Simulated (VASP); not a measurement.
# CoO (P6_3/mmc) in VASP: single point with PBEsol

Aim: the single point of CoO with PBEsol.

Everything below comes from runs of VASP 6.6.1. Logs are shortened: lines on timing, memory, paths and dates and some standing lists are left out, and cuts for length are marked.

**1. The cell of the first run**

The structure is hexagonal, space group P6_3/mmc (No. 194). The conventional cell has a = 2.813 Å, b = 2.813 Å, c = 5.066 Å, α = 90.00°, β = 90.00°, γ = 120.00°. Within 2.7 Å of Co (site symmetry -3m) lie 6 O at 2.06 Å and 2 Co at 2.53 Å. Within 2.7 Å of O (site symmetry -6m2) lie 6 Co at 2.06 Å.

**2. Single point, PBEsol, collinear spin, ferromagnetic start**

File INCAR:

```
SYSTEM = CoO
PREC = Accurate ; ENCUT = 520
EDIFF = 1E-6 ; ISMEAR = 0
SIGMA = 0.1 ; LREAL = .False.
LASPH = .True. ; NELM = 150
ALGO = Normal ; ISIF = 2
LWAVE = .False. ; LCHARG = .False.
ISPIN = 2 ; MAGMOM = 3 3 0 0
LORBIT = 11 ; LMAXMIX = 4
GGA = PS ; NBANDS = 27
```

File KPOINTS:

```
Automatic mesh
0
Gamma
  18 18 10
  0 0 0
```

File POSCAR:

```
CoO
1.0
    2.8126798798      0.0000000000      0.0000000000
   -1.4063399399      2.4358522287      0.0000000000
    0.0000000000      0.0000000000      5.0657907192
Co O
2 2
Direct
    0.0000000000      0.0000000000      0.0000000000
    0.0000000000      0.0000000000      0.5000000000
    0.3333333333      0.6666666667      0.2500000000
    0.6666666667      0.3333333333      0.7500000000
```

Potentials or basis: VASP PAW PBE potentials, release 64 (Co, O).

Run with:

```sh
> cat potpaw_PBE.64/Co/POTCAR potpaw_PBE.64/O/POTCAR > POTCAR
> mpirun -np 1 vasp_std > vasp.out
```

OUTCAR:

```text
SYSTEM = CoO
   PREC = Accurate
   ENCUT = 520
   EDIFF = 1E-6
   ISMEAR = 0
   LREAL = .False.
   LASPH = .True.
   NELM = 150
   ISIF = 2
   ISPIN = 2
   LORBIT = 11
   GGA = PS

 ion  position               nearest neighbor table
   1  0.000  0.000  0.000-   3 2.06   4 2.06   4 2.06   3 2.06   4 2.06   3 2.06   2 2.53   2 2.53

   2  0.000  0.000  0.500-   3 2.06   4 2.06   4 2.06   3 2.06   4 2.06   3 2.06   1 2.53   1 2.53

   3  0.333  0.667  0.250-   1 2.06   2 2.06   1 2.06   2 2.06   1 2.06   2 2.06
   4  0.667  0.333  0.750-   1 2.06   2 2.06   1 2.06   2 2.06   1 2.06   2 2.06

  LATTYP: Found a hexagonal cell.
 ALAT       =     2.8126798798
 C/A-ratio  =     1.8010548430

  Lattice vectors:

 A1 = (   2.8126798798,   0.0000000000,   0.0000000000)
 A2 = (  -1.4063399399,   2.4358522287,   0.0000000000)
 A3 = (   0.0000000000,   0.0000000000,   5.0657907192)

Analysis of symmetry for initial positions (statically):
=====================================================================
 Subroutine PRICEL returns:
 Original cell was already a primitive cell.

 Routine SETGRP: Setting up the symmetry group for a
 hexagonal supercell.

 Subroutine GETGRP returns: Found 24 space group operations
 (whereof 12 operations were pure point group operations)
 out of a pool of 24 trial point group operations.

The static configuration has the point symmetry D_3d.
 The point group associated with its full space group is D_6h.

Analysis of symmetry for dynamics (positions and initial velocities):
=====================================================================
 Subroutine PRICEL returns:
 Original cell was already a primitive cell.

 Routine SETGRP: Setting up the symmetry group for a
 hexagonal supercell.

 Subroutine GETGRP returns: Found 24 space group operations
 (whereof 12 operations were pure point group operations)
 out of a pool of 24 trial point group operations.

The dynamic configuration has the point symmetry D_3d.
 The point group associated with its full space group is D_6h.

Analysis of structural, dynamic, and magnetic symmetry:
=====================================================================
 Subroutine PRICEL returns:
 Original cell was already a primitive cell.

 Routine SETGRP: Setting up the symmetry group for a
 hexagonal supercell.

 Subroutine GETGRP returns: Found 24 space group operations
 (whereof 12 operations were pure point group operations)
 out of a pool of 24 trial point group operations.

The overall configuration has the point symmetry D_3d.
 The point group associated with its full space group is D_6h.
[... 126 lines left out ...]
  Thomas-Fermi vector in A             =   2.662820
   LORBIT       =     11    0 simple, 1 ext, 2 COOP (PROOUT), +10 PAW based schemes
   GGA     = PS    functional components
   LHFCALC =     F    Hartree Fock is set to
   AEXX    =    0.0000 exact exchange contribution
   IVDW    =     0    specifies the selected vdW correction
   LEPSILON=     F    determine dielectric tensor
   LRPA    =     F    only Hartree local field effects (RPA)
 spin polarized calculation
 Gauss-broadening in eV      SIGMA  =   0.10
  energy-cutoff  :      520.00
  volume of cell :       34.71
 maximum number of plane-waves:       951
 NGX is ok and might be reduce to    24
   NGX = 11   NGY = 11   NGZ = 19

 number of electron      30.0000009 magnetization       5.3083817

 Free energy of the ion-electron system (eV)
  ---------------------------------------------------
  ext. energy  EPLUGINS =         0.00000000
  ---------------------------------------------------
  free energy    TOTEN  =       -28.23390117 eV

  energy without entropy =      -28.20535529  energy(sigma->0) =      -28.21962823

 E-fermi :   9.2829     XC(G=0): -13.2806

 val. band max:        9.2805284367   @ k =   0.3889   0.0556   0.4000
 cond. band min:       9.2836293333   @ k =   0.1111   0.0556   0.0000
 fundamental gap:      0.0031008965
 Fermi energy:         9.2829095306

 spin component 1

 k-point     1 :       0.0000    0.0000    0.0000
  band No.  band energies     occupation
      1     -11.9249      1.00000
      2     -10.6325      1.00000
      3      -0.0828      1.00000
      4       2.9699      1.00000
      5       2.9699      1.00000
      6       4.6014      1.00000
[... 709 lines left out ...]
     26      26.9827      0.00000
     27      28.3446      0.00000

 [... further k-points ...]

 spin component 2

 k-point     1 :       0.0000    0.0000    0.0000
  band No.  band energies     occupation
      1     -11.4293      1.00000
      2     -10.0966      1.00000
      3       0.4389      1.00000
      4       4.2850      1.00000
      5       4.2850      1.00000
      6       5.6552      1.00000
[... 709 lines left out ...]
     26      27.5502      0.00000
     27      28.5754      0.00000

 [... further k-points ...]
[... 5 lines left out ...]
  --------------------------------------------------------------------------------------
  -------------------------------------------------------------------------------------
  Total        1.3938168      1.3938168      1.4179595      0.0000000      0.0000000     -0.0000000
  in kB       64.3424791     64.3424792     65.4569755      0.0000000      0.0000000     -0.0000000
  external PRESSURE =      64.7139779 kB  Pullay stress =       0.0000000 kB

 VOLUME and BASIS-vectors are now :
 -----------------------------------------------------------------------------
  energy-cutoff  :      520.00
  volume of cell :       34.71
      direct lattice vectors                 reciprocal lattice vectors
     2.812679880  0.000000000  0.000000000     0.355532817  0.205266967  0.000000000
    -1.406339940  2.435852229  0.000000000     0.000000000  0.410533935  0.000000000
     0.000000000  0.000000000  5.065790719     0.000000000  0.000000000  0.197402549

 POSITION                                       TOTAL-FORCE (eV/Angst)
 -----------------------------------------------------------------------------------
      0.00000      0.00000      0.00000        -0.000000      0.000000      0.000000
      0.00000      0.00000      2.53290        -0.000000      0.000000      0.000000
     -0.00000      1.62390      1.26645        -0.000000      0.000000     -0.000000
      1.40634      0.81195      3.79934         0.000000     -0.000000      0.000000
 -----------------------------------------------------------------------------------
    total drift:                               -0.000000      0.000000     -0.000000

  FREE ENERGIE OF THE ION-ELECTRON SYSTEM (eV)
  ---------------------------------------------------
  free  energy   TOTEN  =       -28.2339011739 eV

  energy  without entropy=      -28.2053552893  energy(sigma->0) =      -28.21962823

 total charge

# of ion       s       p       d       tot
------------------------------------------
    1        0.338   0.464   7.260   8.062
    2        0.338   0.464   7.260   8.062
    3        1.553   3.432   0.000   4.985
    4        1.553   3.432   0.000   4.985
--------------------------------------------------
tot          3.783   7.790  14.520  26.093

 magnetization (x)

# of ion       s       p       d       tot
------------------------------------------
    1        0.012   0.012   2.294   2.318
    2        0.012   0.012   2.294   2.318
    3        0.033   0.261   0.000   0.294
    4        0.033   0.261   0.000   0.294
--------------------------------------------------
tot          0.091   0.545   4.588   5.224
```

OSZICAR:

```text
N       E                     dE             d eps       ncg     rms          rms(c)
DAV:   1     0.239454798008E+03    0.23945E+03   -0.13964E+04 24904   0.141E+03
DAV:   2    -0.924730561511E+01   -0.24870E+03   -0.22270E+03 24889   0.323E+02
DAV:   3    -0.326215724120E+02   -0.23374E+02   -0.22067E+02 26504   0.110E+02
DAV:   4    -0.331114294373E+02   -0.48986E+00   -0.48841E+00 26230   0.161E+01
DAV:   5    -0.331279579778E+02   -0.16529E-01   -0.16526E-01 30995   0.278E+00    0.241E+01
DAV:   6    -0.301489750591E+02    0.29790E+01   -0.21920E+01 30896   0.807E+01    0.252E+01
DAV:   7    -0.282971131073E+02    0.18519E+01   -0.66462E+00 29384   0.583E+01    0.110E+01
DAV:   8    -0.282442708620E+02    0.52842E-01   -0.93300E-01 31995   0.957E+00    0.565E+00
DAV:   9    -0.282306702811E+02    0.13601E-01   -0.88127E-02 36755   0.407E+00    0.150E+00
DAV:  10    -0.282332411331E+02   -0.25709E-02   -0.38431E-02 29448   0.181E+00    0.501E-01
DAV:  11    -0.282341440715E+02   -0.90294E-03   -0.80736E-03 32971   0.633E-01    0.236E-01
DAV:  12    -0.282339028230E+02    0.24125E-03   -0.38171E-04 30897   0.260E-01    0.218E-01
DAV:  13    -0.282339058754E+02   -0.30525E-05   -0.70717E-04 34684   0.188E-01    0.661E-02
DAV:  14    -0.282339006625E+02    0.52129E-05   -0.72088E-05 35486   0.145E-01    0.409E-02
DAV:  15    -0.282339007069E+02   -0.44368E-07   -0.41211E-05 34137   0.398E-02    0.278E-02
DAV:  16    -0.282339011739E+02   -0.46704E-06   -0.22306E-06 17263   0.314E-02
   1 F= -.28233901E+02 E0= -.28219628E+02  d E =-.285459E-01  mag=     5.3032
```

stdout:

```text
POSCAR found type information on POSCAR CoO
 POSCAR found :  2 types and       4 ions
 scaLAPACK will be used
 -----------------------------------------------------------------------------
|                                                                             |
|                                                                             |
|     You enforced a specific xc type in the INCAR file but a different       |
|     I HOPE YOU KNOW WHAT YOU ARE DOING!                                     |
|                                                                             |
 -----------------------------------------------------------------------------

 LDA part: xc-table for (Slater+PW92), standard interpolation
 POSCAR, INCAR and KPOINTS ok, starting setup
 FFT: planning ... GRIDC
 FFT: planning ... GRID_SOFT
 FFT: planning ... GRID
 WAVECAR not read
 entering main loop
```

Wall time 5.1 min (1 thread of AMD EPYC 9R14 (Zen 4), shared host); peak memory 0.37 GiB.

What came out:

| Item | Value |
| --- | --- |
| Free energy | -28.2339 eV |
| Pressure | 6.5 GPa |
| Net moment | 5.31 μB per cell |
| Site moments | Co +2.32; O +0.29 μB |
| Valence electrons inside the program's atomic spheres | Co 8.06; O 4.99 |

Caveat: the cell stands under pressure; the PAW data sets were made with another functional, which shifts forces and pressure a little; semilocal functionals often make such compounds metallic where correlation or magnetic order opens a gap, which also shifts bond lengths. With open d or f shells a metallic result of PBEsol can be an artefact of self-interaction; +U or a hybrid may open a gap.
